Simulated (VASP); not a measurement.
# SnO2 (Pnnm) in VASP: single point with LDA

Aim: the single point of SnO2 with LDA.

All numbers are computed with VASP 6.6.1; they aren't measurements. Logs are shortened: lines on timing, memory, paths and dates and some standing lists are left out, and cuts for length are marked.

### Step 1. The cell of the first run

It takes space group Pnnm (No. 58, orthorhombic). The conventional cell has a = 4.788 Å, b = 4.867 Å, c = 3.241 Å, α = 90.00°, β = 90.00°, γ = 90.00°. Sn (site symmetry 2/m) has 6 O at 2.09 to 2.10 Å within 2.8 Å. Within 2.8 Å of O (site symmetry m) lie 3 Sn at 2.09 to 2.10 Å and 1 O at 2.65 Å.

### Step 2. Single point, LDA

File INCAR:

```
ALGO = Normal
EDIFF = 1E-7
ENCUT = 520
ISIF = 2
ISMEAR = 1
LASPH = T
LCHARG = T
LELF = T
LREAL = F
LVHAR = T
LWAVE = F
NBANDS = 35
NELM = 60
PREC = Accurate
SIGMA = 0.01
```

File KPOINTS:

```
k-points
0
Gamma
  4 4 6
```

File POSCAR:

```
SnO2
1.0
    4.7880040000      0.0000000000      0.0000000000
    0.0000000000      4.8665820000      0.0000000000
    0.0000000000      0.0000000000      3.2408980000
Sn O
2 4
Direct
    0.5000000000      0.5000000000      0.5000000000
    0.0000000000      0.0000000000      0.0000000000
    0.2918550000      0.3210420000      0.0000000000
    0.7918550000      0.1789580000      0.5000000000
    0.2081450000      0.8210420000      0.5000000000
    0.7081450000      0.6789580000      0.0000000000
```

Potentials or basis: VASP PAW LDA potentials, release 64 (Sn_d, O).

Launch:

```
cat potpaw_LDA.64/Sn_d/POTCAR potpaw_LDA.64/O/POTCAR > POTCAR
mpirun -np 1 vasp_std > vasp.out
```

OUTCAR:

```text
EDIFF = 1E-7
   ENCUT = 520
   ISIF = 2
   ISMEAR = 1
   LASPH = T
   LREAL = F
   NELM = 60
   PREC = Accurate

 ion  position               nearest neighbor table
   1  0.500  0.500  0.500-   3 2.09   6 2.09   3 2.09   6 2.09   5 2.10   4 2.10
   2  0.000  0.000  0.000-   4 2.09   5 2.09   4 2.09   5 2.09   3 2.10   6 2.10
   3  0.292  0.321  0.000-   1 2.09   1 2.09   2 2.10
   4  0.792  0.179  0.500-   2 2.09   2 2.09   1 2.10
   5  0.208  0.821  0.500-   2 2.09   2 2.09   1 2.10
   6  0.708  0.679  0.000-   1 2.09   1 2.09   2 2.10

  LATTYP: Found a simple orthorhombic cell.
 ALAT       =     3.2408980000
 B/A-ratio  =     1.4773695439
 C/A-ratio  =     1.5016152930

  Lattice vectors:

 A1 = (   0.0000000000,   0.0000000000,   3.2408980000)
 A2 = (   4.7880040000,   0.0000000000,   0.0000000000)
 A3 = (   0.0000000000,   4.8665820000,   0.0000000000)

Analysis of symmetry for initial positions (statically):
=====================================================================
 Subroutine PRICEL returns:
 Original cell was already a primitive cell.

 Routine SETGRP: Setting up the symmetry group for a
 simple orthorhombic supercell.

 Subroutine GETGRP returns: Found  8 space group operations
 (whereof  4 operations were pure point group operations)
 out of a pool of  8 trial point group operations.

The static configuration has the point symmetry C_2h.
 The point group associated with its full space group is D_2h.

Analysis of symmetry for dynamics (positions and initial velocities):
=====================================================================
 Subroutine PRICEL returns:
 Original cell was already a primitive cell.

 Routine SETGRP: Setting up the symmetry group for a
 simple orthorhombic supercell.

 Subroutine GETGRP returns: Found  8 space group operations
 (whereof  4 operations were pure point group operations)
 out of a pool of  8 trial point group operations.

The dynamic configuration has the point symmetry C_2h.
 The point group associated with its full space group is D_2h.

 Subroutine INISYM returns: Found  8 space group operations
 (whereof  4 operations are pure point group operations),
 and found     1 'primitive' translations

----------------------------------------------------------------------------------------

                                     Primitive cell

  volume of cell :      75.5169

  direct lattice vectors                    reciprocal lattice vectors
     4.788004000  0.000000000  0.000000000     0.208855298  0.000000000  0.000000000
     0.000000000  4.866582000  0.000000000     0.000000000  0.205483027  0.000000000
     0.000000000  0.000000000  3.240898000     0.000000000  0.000000000  0.308556456

  length of vectors
     4.788004000  4.866582000  3.240898000     0.208855298  0.205483027  0.308556456

  position of ions in fractional coordinates (direct lattice)
     0.500000000  0.500000000  0.500000000
     0.000000000  0.000000000  0.000000000
     0.291855000  0.321042000  0.000000000
     0.791855000  0.178958000  0.500000000
     0.208145000  0.821042000  0.500000000
     0.708145000  0.678958000  0.000000000

  ion indices of the primitive-cell ions
   primitive index   ion index
                 1           1
                 2           2
                 3           3
                 4           4
                 5           5
                 6           6

----------------------------------------------------------------------------------------

 KPOINTS: k-points

Automatic generation of k-mesh.
 Grid dimensions read from file:
 generate k-points for:    4    4    6

 Generating k-lattice:

  Cartesian coordinates                     Fractional coordinates (reciprocal lattice)
     0.052213824  0.000000000  0.000000000     0.250000000  0.000000000  0.000000000
     0.000000000  0.051370757  0.000000000     0.000000000  0.250000000  0.000000000
     0.000000000  0.000000000  0.051426076     0.000000000  0.000000000  0.166666667

  Length of vectors
     0.052213824  0.051370757  0.051426076

  Shift w.r.t. Gamma in fractional coordinates (k-lattice)
     0.000000000  0.000000000  0.000000000

 Subroutine IBZKPT returns following result:
 ===========================================

 Found     36 irreducible k-points:

 Following reciprocal coordinates:
            Coordinates               Weight
  0.000000  0.000000  0.000000      1.000000
  0.250000  0.000000  0.000000      2.000000
  0.500000  0.000000  0.000000      1.000000
  0.000000  0.250000  0.000000      2.000000
  0.250000  0.250000  0.000000      4.000000
  0.500000  0.250000  0.000000      2.000000
[... 16 lines left out ...]
  0.250000  0.250000  0.333333      8.000000
  0.500000  0.250000  0.333333      4.000000
 [... further k-points ...]
   k-points           NKPTS =     36   k-points in BZ     NKDIM =     36   number of bands    NBANDS=     35
   number of dos      NEDOS =    301   number of ions     NIONS =      6
   total plane-waves  NPLWV =  31104
   dimension x,y,z NGX =    36 NGY =   36 NGZ =   24
   dimension x,y,z NGXF=    72 NGYF=   72 NGZF=   48
   ions per type =               2   4
   NGX,Y,Z   is equivalent  to a cutoff of  12.50, 12.30, 12.31 a.u.
   NGXF,Y,Z  is equivalent  to a cutoff of  25.00, 24.60, 24.62 a.u.
 SYSTEM =  unknown system
   PREC   = accura    normal or accurate (medium, high low for compatibility)
   ISTART =      0    job   : 0-new  1-cont  2-samecut
   ICHARG =      2    charge: 1-file 2-atom 10-const
   ISPIN  =      1    spin polarized calculation?
   LNONCOLLINEAR =      F non collinear calculations
   LSORBIT =      F    spin-orbit coupling
   LASPH  =      T    aspherical Exc in radial PAW
   ENCUT  =  520.0 eV  38.22 Ry    6.18 a.u.   8.90  9.05  6.03*2*pi/ulx,y,z
   NELM   =     60;   NELMIN=  2; NELMDL= -5     # of ELM steps
   EDIFF  = 0.1E-06   stopping-criterion for ELM
   LREAL  =      F    real-space projection
   EDIFFG = 0.1E-05   stopping-criterion for IOM
   NSW    =      0    number of steps for IOM
   IBRION =     -1    ionic relax: 0-MD 1-quasi-New 2-CG
   NFREE  =      0    steps in history (QN), initial steepest desc. (CG)
   ISIF   =      2    stress and relaxation
   ISYM   =      2    0-nonsym 1-usesym 2-fastsym
   POTIM  = 0.5000    time-step for ionic-motion
   TEBEG  =    0.0;   TEEND  =   0.0 temperature during run
   PSTRESS=    0.0 pullay stress
   NELECT =      52.0000    total number of electrons
   NUPDOWN=      -1.0000    fix difference up-down
   EMIN   =  10.00;   EMAX   =-10.00  energy-range for DOS
   EFERMI =   0.00;   METHOD = LEGACY
   ISMEAR =     1;   SIGMA  =   0.01  broadening in eV -4-tet -1-fermi 0-gaus
   EFERMI_NEDOS =   21; number of points for ismear=-14 and -15
   IALGO  =     38    algorithm
   IMIX   =      4    mixing-type and parameters
     AMIX     =   0.40;   BMIX     =  1.00
     AMIX_MAG =   1.60;   BMIX_MAG =  1.00
  volume/ion in A,a.u.               =      12.59        84.94
  Fermi-wavevector in a.u.,A,eV,Ry     =   1.445644  2.731871 28.434627  2.089886
  Thomas-Fermi vector in A             =   2.563802
   LORBIT       =      0    0 simple, 1 ext, 2 COOP (PROOUT), +10 PAW based schemes
   GGA     = CA    functional components
   LHFCALC =     F    Hartree Fock is set to
   AEXX    =    0.0000 exact exchange contribution
   IVDW    =     0    specifies the selected vdW correction
   LEPSILON=     F    determine dielectric tensor
   LRPA    =     F    only Hartree local field effects (RPA)
 non-spin polarized calculation
 Methfessel and Paxton  Order N= 1 SIGMA  =   0.01
  energy-cutoff  :      520.00
  volume of cell :       75.52
 maximum number of plane-waves:      2060
 NGX is ok and might be reduce to    36
   NGX = 17   NGY = 19   NGZ = 13

 number of electron      51.9999997 magnetization

 Free energy of the ion-electron system (eV)
  ---------------------------------------------------
  ext. energy  EPLUGINS =         0.00000000
  ---------------------------------------------------
  free energy    TOTEN  =       -42.13349466 eV

  energy without entropy =      -42.13349466  energy(sigma->0) =      -42.13349466

 E-fermi :   5.1902     XC(G=0): -11.5227

 val. band max:        5.1308603317   @ k =   0.0000   0.0000   0.0000
 cond. band min:       5.8347650085   @ k =   0.0000   0.0000   0.0000
 fundamental gap:      0.7039046768
 Fermi energy:         5.1902110441

 k-point     1 :       0.0000    0.0000    0.0000
  band No.  band energies     occupation
      1     -15.6829      2.00000
      2     -15.0533      2.00000
      3     -14.8517      2.00000
      4     -14.8326      2.00000
      5     -14.8290      2.00000
      6     -14.7512      2.00000
[... 27 lines left out ...]
     34      16.6097      0.00000
     35      17.0102      0.00000

 k-point     2 :       0.2500    0.0000    0.0000
  band No.  band energies     occupation
      1     -15.6025      2.00000
      2     -15.1451      2.00000
      3     -14.8486      2.00000
      4     -14.8292      2.00000
      5     -14.8264      2.00000
      6     -14.7990      2.00000
[... 27 lines left out ...]
     34      16.8441      0.00000
     35      17.1732      0.00000

 k-point     3 :       0.5000    0.0000    0.0000
  band No.  band energies     occupation
      1     -15.3870      2.00000
      2     -15.3870      2.00000
      3     -14.8367      2.00000
      4     -14.8367      2.00000
      5     -14.8247      2.00000
      6     -14.8247      2.00000
[... 27 lines left out ...]
     34      16.8949      0.00000
     35      17.3520      0.00000

 k-point     4 :       0.0000    0.2500    0.0000
  band No.  band energies     occupation
      1     -15.6027      2.00000
      2     -15.1455      2.00000
      3     -14.8488      2.00000
      4     -14.8290      2.00000
      5     -14.8264      2.00000
      6     -14.7990      2.00000
[... 27 lines left out ...]
     34      16.5327      0.00000
     35      17.0392      0.00000

 k-point     5 :       0.2500    0.2500    0.0000
  band No.  band energies     occupation
      1     -15.5570      2.00000
      2     -15.2352      2.00000
      3     -14.8433      2.00000
      4     -14.8320      2.00000
      5     -14.8245      2.00000
      6     -14.8145      2.00000
[... 638 lines left out ...]
 k-point    22 :       0.0000    0.2500    0.3333
  band No.  band energies     occupation
      1     -15.4747      2.00000
      2     -15.4201      2.00000
      3     -15.0999      2.00000
      4     -14.8496      2.00000
      5     -14.7163      2.00000
      6     -14.7054      2.00000
[... 27 lines left out ...]
     34      16.4608      0.00000
     35      17.0385      0.00000

 k-point    23 :       0.2500    0.2500    0.3333
  band No.  band energies     occupation
      1     -15.5116      2.00000
      2     -15.3395      2.00000
      3     -15.1649      2.00000
      4     -14.8581      2.00000
      5     -14.7206      2.00000
      6     -14.6992      2.00000
[... 27 lines left out ...]
     34      16.6580      0.00000
     35      16.9315      0.00000

 k-point    24 :       0.5000    0.2500    0.3333
  band No.  band energies     occupation
      1     -15.4495      2.00000
      2     -15.4495      2.00000
      3     -15.0058      2.00000
      4     -15.0058      2.00000
      5     -14.7125      2.00000
      6     -14.7125      2.00000
[... 27 lines left out ...]
     34      16.0830      0.00000
     35      17.5027      0.00000

 [... further k-points ...]
[... 5 lines left out ...]
  --------------------------------------------------------------------------------------
  -------------------------------------------------------------------------------------
  Total       -4.5944702     -4.7248016     -5.3858903      0.0000000      0.0000000      0.0000000
  in kB      -97.4769900   -100.2421215   -114.2678798      0.0000000      0.0000000      0.0000000
  external PRESSURE =    -103.9956638 kB  Pullay stress =       0.0000000 kB

 VOLUME and BASIS-vectors are now :
 -----------------------------------------------------------------------------
  energy-cutoff  :      520.00
  volume of cell :       75.52
      direct lattice vectors                 reciprocal lattice vectors
     4.788004000  0.000000000  0.000000000     0.208855298  0.000000000  0.000000000
     0.000000000  4.866582000  0.000000000     0.000000000  0.205483027  0.000000000
     0.000000000  0.000000000  3.240898000     0.000000000  0.000000000  0.308556456

 POSITION                                       TOTAL-FORCE (eV/Angst)
 -----------------------------------------------------------------------------------
      2.39400      2.43329      1.62045         0.000000      0.000000      0.000000
      0.00000      0.00000      0.00000         0.000000      0.000000      0.000000
      1.39740      1.56238      0.00000         0.150515     -0.003587      0.000000
      3.79140      0.87091      1.62045         0.150515      0.003587      0.000000
      0.99660      3.99567      1.62045        -0.150515     -0.003587      0.000000
      3.39060      3.30420      0.00000        -0.150515      0.003587      0.000000
 -----------------------------------------------------------------------------------
    total drift:                                0.000000      0.000000      0.000000

  FREE ENERGIE OF THE ION-ELECTRON SYSTEM (eV)
  ---------------------------------------------------
  free  energy   TOTEN  =       -42.1334946590 eV

  energy  without entropy=      -42.1334946590  energy(sigma->0) =      -42.13349466
```

It took 73 s on 1 thread of Intel Xeon Platinum 8259CL at 2.50GHz (Skylake/Cascade Lake), shared host; peak memory 0.2 GiB.

Results:

| Quantity | Value |
| --- | --- |
| Free energy | -42.1335 eV |
| Pressure | -10.4 GPa |
| Largest force | 0.151 eV/Å |
| Band gap on the k mesh | 0.70 eV |

Forces in eV/Å, atoms in the order of the input:
```
Sn   0.000  0.000  0.000
Sn   0.000  0.000  0.000
O    0.151 -0.004  0.000
O    0.151  0.004  0.000
O   -0.151 -0.004  0.000
O   -0.151  0.004  0.000
```

Caveat: the cell stands under tension; spin-orbit coupling is left out, which moves the levels of the heavy elements.
